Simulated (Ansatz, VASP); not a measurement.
**SnSe: VASP beside Ansatz**

```
Sn Se
1.0
     3.68005    0.00000    0.00000
     0.00000    3.68005    0.00000
     0.00000    0.00000    3.68005
Sn Se
1 1
Direct
  0.00000 0.00000 0.00000
  0.50000 0.50000 0.50000
```

Change from the starting cell: volume scaled by 1, norm-conserving files.

Alike in both runs: task single point; functional PBE; k mesh 14 × 14 × 14; occupations fermi-dirac, width 0.1 eV; no spin polarisation.

```csv
,VASP,Ansatz
version,VASP 6.6.1,Ansatz 0.2.0
potentials or method,"VASP PAW PBE potentials, release 64 (Sn_d, Se)","norm-conserving pseudopotentials, scalar-relativistic"
plane-wave cutoff (eV),520,1170
valence electrons in the cell,20,30
```

|  | VASP | Ansatz | Ansatz less VASP |
| --- | --- | --- | --- |
| pressure (GPa) | 0.0 | 0.0 | -0.03 |

With one functional, cell and mesh, what is left measures potentials, basis and numerics. VASP's potentials hold 20 valence electrons a cell and Ansatz's 30, so a difference there can come from the potentials and not from the codes.
